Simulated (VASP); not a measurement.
# CoO (P-6m2) in VASP: a series of runs, part 2 of 2

VASP 6.6.1.

### Step 4. Single point, LDA+U, collinear spin, ferromagnetic start

File INCAR:

```
ALGO = Normal
EDIFF = 1E-6
ENCUT = 600
GGA_COMPAT = F
ISIF = 2
ISMEAR = 0
ISPIN = 2
LASPH = T
LCHARG = T
LDAU = T
LDAUJ = 0 0
LDAUL = 2 -1
LDAUPRINT = 1
LDAUTYPE = 2
LDAUU = 2 0
LELF = T
LMAXMIX = 4
LORBIT = 11
LREAL = F
LVHAR = T
LWAVE = F
MAGMOM = 3 0
NBANDS = 22
NELM = 200
PREC = Accurate
SIGMA = 0.05
```

File KPOINTS:

```
k-points
0
Gamma
  8 8 7
```

File POSCAR:

```
CoO
1.0
    2.8562992300      0.0000000000      0.0000000000
   -1.4281496100      2.4736276900      0.0000000000
    0.0000000000      0.0000000000      2.7876065300
Co O
1 1
Direct
    0.0000000000      0.0000000000      0.0000000000
    0.6666666667      0.3333333333      0.5000000000
```

Potentials or basis: VASP PAW LDA potentials, release 64 (Co_sv, O).

Run with:

```bash
$ cat potpaw_LDA.64/Co_sv/POTCAR potpaw_LDA.64/O/POTCAR > POTCAR
$ mpirun -np 1 vasp_std > vasp.out
```

OUTCAR:

```text
EDIFF = 1E-6
   ENCUT = 600
   ISIF = 2
   ISMEAR = 0
   ISPIN = 2
   LASPH = T
   LORBIT = 11
   LREAL = F
   NELM = 200
   PREC = Accurate

 ion  position               nearest neighbor table
   1  0.000  0.000  0.000-   2 2.16   2 2.16   2 2.16   2 2.16   2 2.16   2 2.16
   2  0.667  0.333  0.500-   1 2.16   1 2.16   1 2.16   1 2.16   1 2.16   1 2.16

  LATTYP: Found a hexagonal cell.
 ALAT       =     2.8562992300
 C/A-ratio  =     0.9759504539

  Lattice vectors:

 A1 = (   2.8562992300,   0.0000000000,   0.0000000000)
 A2 = (  -1.4281496100,   2.4736276900,   0.0000000000)
 A3 = (   0.0000000000,   0.0000000000,   2.7876065300)

Analysis of symmetry for initial positions (statically):
=====================================================================
 Subroutine PRICEL returns:
 Original cell was already a primitive cell.

 Routine SETGRP: Setting up the symmetry group for a
 hexagonal supercell.

 Subroutine GETGRP returns: Found 12 space group operations
 (whereof 12 operations were pure point group operations)
 out of a pool of 24 trial point group operations.

The static configuration has the point symmetry D_3h.

Analysis of symmetry for dynamics (positions and initial velocities):
=====================================================================
 Subroutine PRICEL returns:
 Original cell was already a primitive cell.

 Routine SETGRP: Setting up the symmetry group for a
 hexagonal supercell.

 Subroutine GETGRP returns: Found 12 space group operations
 (whereof 12 operations were pure point group operations)
 out of a pool of 24 trial point group operations.

The dynamic configuration has the point symmetry D_3h.

Analysis of structural, dynamic, and magnetic symmetry:
=====================================================================
 Subroutine PRICEL returns:
 Original cell was already a primitive cell.

 Routine SETGRP: Setting up the symmetry group for a
 hexagonal supercell.

 Subroutine GETGRP returns: Found 12 space group operations
 (whereof 12 operations were pure point group operations)
 out of a pool of 24 trial point group operations.

The overall configuration has the point symmetry D_3h.

 Subroutine INISYM returns: Found 12 space group operations
 (whereof 12 operations are pure point group operations),
 and found     1 'primitive' translations

----------------------------------------------------------------------------------------

                                     Primitive cell

  volume of cell :      19.6956

  direct lattice vectors                    reciprocal lattice vectors
     2.856299230  0.000000000  0.000000000     0.350103375  0.202132277  0.000000000
[... 108 lines left out ...]
  Fermi-wavevector in a.u.,A,eV,Ry     =   1.723962  3.257815 40.437111  2.972044
  Thomas-Fermi vector in A             =   2.799740
   LORBIT       =     11    0 simple, 1 ext, 2 COOP (PROOUT), +10 PAW based schemes
 LDA+U is selected, type is set to LDAUTYPE =  2
   angular momentum for each species LDAUL =     2   -1
   U (eV)           for each species LDAUU =   2.0  0.0
   J (eV)           for each species LDAUJ =   0.0  0.0
   GGA     = CA    functional components
   LHFCALC =     F    Hartree Fock is set to
   AEXX    =    0.0000 exact exchange contribution
   IVDW    =     0    specifies the selected vdW correction
   LEPSILON=     F    determine dielectric tensor
   LRPA    =     F    only Hartree local field effects (RPA)
 spin polarized calculation
 Gauss-broadening in eV      SIGMA  =   0.05
  energy-cutoff  :      600.00
  volume of cell :       19.70
 maximum number of plane-waves:       670
 NGX is ok and might be reduce to    24
   NGX = 11   NGY = 11   NGZ = 11

atom =   1  type =  1  l = 2

 onsite density matrix

spin component  1

  0.9148 -0.0000 -0.0000  0.0000  0.0000
 -0.0000  0.9409 -0.0000  0.0000 -0.0000
 -0.0000 -0.0000  0.9094 -0.0000 -0.0000
  0.0000  0.0000 -0.0000  0.9409 -0.0000
  0.0000 -0.0000 -0.0000 -0.0000  0.9148

spin component  2

  0.4634 -0.0000 -0.0000 -0.0000  0.0000
 -0.0000  0.1467  0.0000  0.0000  0.0000
 -0.0000  0.0000  0.8379  0.0000 -0.0000
 -0.0000  0.0000  0.0000  0.1467  0.0000
  0.0000  0.0000 -0.0000  0.0000  0.4634

 occupancies and eigenvectors

  o =  0.1467  v =  0.0000  0.0000  0.0000  0.0000  0.0000  0.0000 -0.9010  0.0000  0.4337 -0.0000      0.0000  0.0000  0.0000  0.0000  0.0000  0.0000  0.0000  0.0000  0.0000  0.0000
  o =  0.1467  v =  0.0000  0.0000  0.0000  0.0000  0.0000 -0.0000 -0.4337  0.0000 -0.9010  0.0000      0.0000  0.0000  0.0000  0.0000  0.0000  0.0000  0.0000  0.0000  0.0000  0.0000
  o =  0.4634  v =  0.0000  0.0000  0.0000  0.0000  0.0000 -0.0296  0.0000  0.0000 -0.0000  0.9996      0.0000  0.0000  0.0000  0.0000  0.0000  0.0000  0.0000  0.0000  0.0000  0.0000
  o =  0.4634  v =  0.0000  0.0000  0.0000  0.0000  0.0000  0.9996 -0.0000  0.0000 -0.0000  0.0296      0.0000  0.0000  0.0000  0.0000  0.0000  0.0000  0.0000  0.0000  0.0000  0.0000
  o =  0.8379  v =  0.0000  0.0000  0.0000  0.0000  0.0000 -0.0000  0.0000  1.0000  0.0000 -0.0000      0.0000  0.0000  0.0000  0.0000  0.0000  0.0000  0.0000  0.0000  0.0000  0.0000
  o =  0.9094  v =  0.0000 -0.0000  1.0000  0.0000  0.0000  0.0000  0.0000  0.0000  0.0000  0.0000      0.0000  0.0000  0.0000  0.0000  0.0000  0.0000  0.0000  0.0000  0.0000  0.0000
  o =  0.9148  v =  0.6847 -0.0000 -0.0000 -0.0000 -0.7288  0.0000  0.0000  0.0000  0.0000  0.0000      0.0000  0.0000  0.0000  0.0000  0.0000  0.0000  0.0000  0.0000  0.0000  0.0000
  o =  0.9148  v =  0.7288  0.0000 -0.0000  0.0000  0.6847  0.0000  0.0000  0.0000  0.0000  0.0000      0.0000  0.0000  0.0000  0.0000  0.0000  0.0000  0.0000  0.0000  0.0000  0.0000
  o =  0.9409  v =  0.0000 -0.9010 -0.0000  0.4337  0.0000  0.0000  0.0000  0.0000  0.0000  0.0000      0.0000  0.0000  0.0000  0.0000  0.0000  0.0000  0.0000  0.0000  0.0000  0.0000
  o =  0.9409  v = -0.0000  0.4337  0.0000  0.9010 -0.0000  0.0000  0.0000  0.0000  0.0000  0.0000      0.0000  0.0000  0.0000  0.0000  0.0000  0.0000  0.0000  0.0000  0.0000  0.0000

 number of electron      22.9999970 magnetization       2.9997539

 Free energy of the ion-electron system (eV)
  ---------------------------------------------------
  ext. energy  EPLUGINS =         0.00000000
  ---------------------------------------------------
  free energy    TOTEN  =       -13.13561110 eV

  energy without entropy =      -13.13378405  energy(sigma->0) =      -13.13469757

 E-fermi :   8.0252     XC(G=0): -13.1098

 val. band max:        7.9986855685   @ k =   0.1250   0.1250   0.2857
 cond. band min:       8.0371320380   @ k =   0.5000   0.0000   0.1429
 fundamental gap:      0.0384464694
 Fermi energy:         8.0251992905

 spin component 1

 k-point     1 :       0.0000    0.0000    0.0000
  band No.  band energies     occupation
      1     -87.8636      1.00000
      2     -51.7130      1.00000
      3     -51.7130      1.00000
      4     -51.5146      1.00000
      5     -11.5460      1.00000
      6       2.9915      1.00000
[... 1193 lines left out ...]
     21      37.2947      0.00000
     22      40.9817      0.00000

 [... further k-points ...]
[... 5 lines left out ...]
  --------------------------------------------------------------------------------------
  -------------------------------------------------------------------------------------
  Total       -2.6105221     -2.6105220     -3.4113844     -0.0000000     -0.0000000      0.0000000
  in kB     -212.3579086   -212.3579079   -277.5055853     -0.0000004     -0.0000000      0.0000000
  external PRESSURE =    -234.0738006 kB  Pullay stress =       0.0000000 kB

 VOLUME and BASIS-vectors are now :
 -----------------------------------------------------------------------------
  energy-cutoff  :      600.00
  volume of cell :       19.70
      direct lattice vectors                 reciprocal lattice vectors
     2.856299230  0.000000000  0.000000000     0.350103375  0.202132277  0.000000000
    -1.428149610  2.473627690  0.000000000     0.000000000  0.404264556  0.000000000
     0.000000000  0.000000000  2.787606530     0.000000000  0.000000000  0.358730685

 POSITION                                       TOTAL-FORCE (eV/Angst)
 -----------------------------------------------------------------------------------
      0.00000      0.00000      0.00000        -0.000000      0.000000      0.000000
      1.42815      0.82454      1.39380         0.000000     -0.000000      0.000000
 -----------------------------------------------------------------------------------
    total drift:                               -0.000000      0.000000      0.000000

  FREE ENERGIE OF THE ION-ELECTRON SYSTEM (eV)
  ---------------------------------------------------
  free  energy   TOTEN  =       -13.1356110959 eV

  energy  without entropy=      -13.1337840531  energy(sigma->0) =      -13.13469757

 total charge

# of ion       s       p       d       tot
------------------------------------------
    1        2.149   6.065   6.653  14.867
    2        1.544   3.376   0.000   4.921
--------------------------------------------------
tot          3.693   9.442   6.653  19.788

 magnetization (x)

# of ion       s       p       d       tot
------------------------------------------
    1        0.006   0.006   2.559   2.571
    2        0.024   0.324   0.000   0.348
--------------------------------------------------
tot          0.030   0.330   2.559   2.919
```

Run time: 28 s. Hardware: 1 thread of Intel Xeon Platinum 8375C at 2.90GHz (Ice Lake), shared host; peak memory 0.15 GiB.

What came out:

```
Free energy                                           : -13.1356 eV
Pressure                                              : -23.4 GPa
Band gap on the k mesh                                : zero (filled and empty bands overlap)
Net moment                                            : 3.00 μB per cell
Site moments                                          : Co +2.57; O +0.35 μB
Valence electrons inside the program's atomic spheres : Co 14.87; O 4.92
```

Levels at points of the mesh, in eV from the Fermi level:
Spin up:
```tsv
k point	band 10	band 11	band 12	band 13	band 14	band 15	band 16	band 17
(0.00, 0.00, 0.00)	-3.49	-3.32	-1.10	-1.10	0.64	14.20	15.91	15.91
(0.50, 0.00, 0.00)	-3.61	-2.56	-2.37	-0.74	5.34	8.41	14.37	16.50
```
Spin down:
| k point | band 6 | band 7 | band 8 | band 9 | band 10 | band 11 | band 12 | band 13 | band 14 | band 15 |
| --- | --- | --- | --- | --- | --- | --- | --- | --- | --- | --- |
| (0.00, 0.00, 0.00) | -3.24 | -3.24 | -2.80 | -2.74 | 0.90 | 0.90 | 0.98 | 0.98 | 1.25 | 14.70 |
| (0.50, 0.00, 0.00) | -7.02 | -3.39 | -2.86 | -2.26 | 0.10 | 0.44 | 0.79 | 2.18 | 5.84 | 9.23 |

Eigenvalues of the final occupation matrices:
```csv
site,spin,trace,eigenvalues
site 1 d,1,4.62,0.91 0.91 0.91 0.94 0.94
site 1 d,2,2.06,0.15 0.15 0.46 0.46 0.84
```

Caveat: a cell with one magnetic atom can't hold antiferromagnetic order, which such compounds often take.

### Step 5. Single point, LDA+U, collinear spin, ferromagnetic start

File INCAR:

```
SYSTEM = CoO
PREC     = Accurate       ! precision mode
ENCUT    = 600            ! plane-wave cutoff, eV
EDIFF    = 1E-6           ! SCF threshold, eV
ISMEAR   = 0              ! smearing method
SIGMA    = 0.05           ! smearing width, eV
LREAL    = .False.        ! projectors in reciprocal space
LASPH    = .True.         ! aspherical terms in the spheres
NELM     = 200            ! most SCF steps
ALGO     = Normal         ! electronic algorithm
ISIF     = 2              ! what is computed and relaxed
LWAVE    = .False.        ! write WAVECAR
LCHARG   = .True.         ! write CHGCAR
ISPIN    = 2              ! spin polarisation
MAGMOM   = 3 0            ! initial moments
LORBIT   = 11             ! projections on sites
LMAXMIX  = 4              ! l up to which the mixer works
LDAU     = .True.         ! DFT+U
LDAUTYPE = 2            
LDAUL    = 2 -1           ! shell
LDAUU    = 2 0            ! U, eV
LDAUJ    = 0 0          
LDAUPRINT= 1            
GGA      = CA             ! functional
LELF     = .True.         ! ELF
LVHAR    = .True.       
NBANDS   = 22             ! bands
GGA_COMPAT= .False.
```

File KPOINTS:

```
regular mesh
0
Gamma
  8 8 7
  0 0 0
```

POSCAR is that of step 4.

Run with:

```bash
$ cat potpaw_LDA.64/Co_sv/POTCAR potpaw_LDA.64/O/POTCAR > POTCAR
$ mpirun -np 1 vasp_std > vasp.out
```

It took 45 s on 1 thread of Intel Xeon Platinum 8488C (Sapphire Rapids), shared host; peak memory 0.15 GiB.

The run converged. Its results:

```yaml
Free_energy: -13.1356 eV
Pressure: -23.4 GPa
Band_gap_on_the_k_mesh: zero (filled and empty bands overlap)
Net_moment: 3.00 μB per cell
Site_moments: Co +2.57; O +0.35 μB
Valence_electrons_inside_the_program's_atomic_spheres: Co 14.87; O 4.92
```

Stress tensor (GPa, compression positive):
```
-21.24   0.00   0.00
  0.00 -21.24   0.00
  0.00   0.00 -27.75
```

Levels at points of the mesh, in eV from the Fermi level:
Spin up:
```
           k point  band 9  band 10  band 11  band 12  band 13  band 14  band 15  band 16  band 17  band 18
(0.00, 0.00, 0.00)   -3.49    -3.49    -3.32    -1.10    -1.10     0.64    14.20    15.91    15.91    17.91
(0.50, 0.00, 0.00)   -3.81    -3.61    -2.56    -2.37    -0.74     5.34     8.41    14.37    16.50    16.84
```
Spin down:
```csv
k point,band 6,band 7,band 8,band 9,band 10,band 11,band 12,band 13,band 14,band 15
"(0.00, 0.00, 0.00)",-3.24,-3.24,-2.80,-2.74,0.90,0.90,0.98,0.98,1.25,14.70
"(0.50, 0.00, 0.00)",-7.02,-3.39,-2.86,-2.26,0.10,0.44,0.79,2.18,5.84,9.23
```

Eigenvalues of the final occupation matrices:
| site | spin | trace | eigenvalues |
| --- | --- | --- | --- |
| site 1 d | 1 | 4.62 | 0.91 0.91 0.91 0.94 0.94 |
| site 1 d | 2 | 2.06 | 0.15 0.15 0.46 0.46 0.84 |

Caveat: a cell with one magnetic atom can't hold antiferromagnetic order, which such compounds often take. The state reached can hang on the start; a lower one may exist.
